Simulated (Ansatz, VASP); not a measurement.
# Pb in VASP and in Ansatz

Contents of INCAR:

```
  PREC = Accurate
  ENCUT = 520
  EDIFF = 1E-6
  ISMEAR = -1
  SIGMA = 0.08
  LREAL = False
  LASPH = True
  NELM = 100
  ALGO = Normal
  ISIF = 2
  LWAVE = False
  LCHARG = False
  GGA = CA
  NBANDS = 13
```

The input KPOINTS:

```
regular mesh
0
Gamma
  13 13 13
```

POSCAR

```
Pb
1.0
    0.0000000000      2.4698000000      2.4698000000
    2.4698000000      0.0000000000      2.4698000000
    2.4698000000      2.4698000000      0.0000000000
Pb
1
Direct
    0.0000000000      0.0000000000      0.0000000000
```

Input for Ansatz:

```yaml
crystal:
  lattice:
    - [0.0, 2.4698, 2.4698]
    - [2.4698, 0.0, 2.4698]
    - [2.4698, 2.4698, 0.0]
  atoms:
    - { symbol: Pb, position: [0.0, 0.0, 0.0] }
kpoints:
  mp_grid: { grid: [13, 13, 13] }
  band_path:
    path:
      - [0.0, 0.0, 0.0]
      - [0.5, 0.0, 0.5]
      - [0.625, 0.25, 0.625]
      - [0.375, 0.375, 0.75]
      - [0.0, 0.0, 0.0]
      - [0.5, 0.5, 0.5]
      - [0.5, 0.25, 0.75]
      - [0.5, 0.0, 0.5]
    npoints: 5
scf:
  occupations: { method: fermi_dirac, width: 0.08 }
hamiltonian:
  xc: lda
  pseudopotentials: { kind: all_electron, lapw: { basis_error: 0.00025 } }
output:
  forces: true
  stress: true
  eigenvalues: true
```

Alike in both runs: task single point; functional LDA; k mesh 13 × 13 × 13; occupations fermi-dirac, width 0.08 eV; no spin polarisation.

|  | VASP | Ansatz |
| --- | --- | --- |
| version | VASP 6.6.1 | Ansatz 0.2.0 |
| potentials or method | VASP PAW LDA potentials, release 64 (Pb_d), cutoff 520 eV | all-electron LAPW, scalar-relativistic |

|  | VASP | Ansatz | Ansatz less VASP |
| --- | --- | --- | --- |
| pressure (GPa) | -1.7 | -1.7 | -0.05 |

LDA's correlation is that of Perdew and Zunger in VASP and of Perdew and Wang (1992) in Ansatz. Ansatz ran all-electron here, and VASP with PAW potentials.

Neither program's run includes spin-orbit coupling.
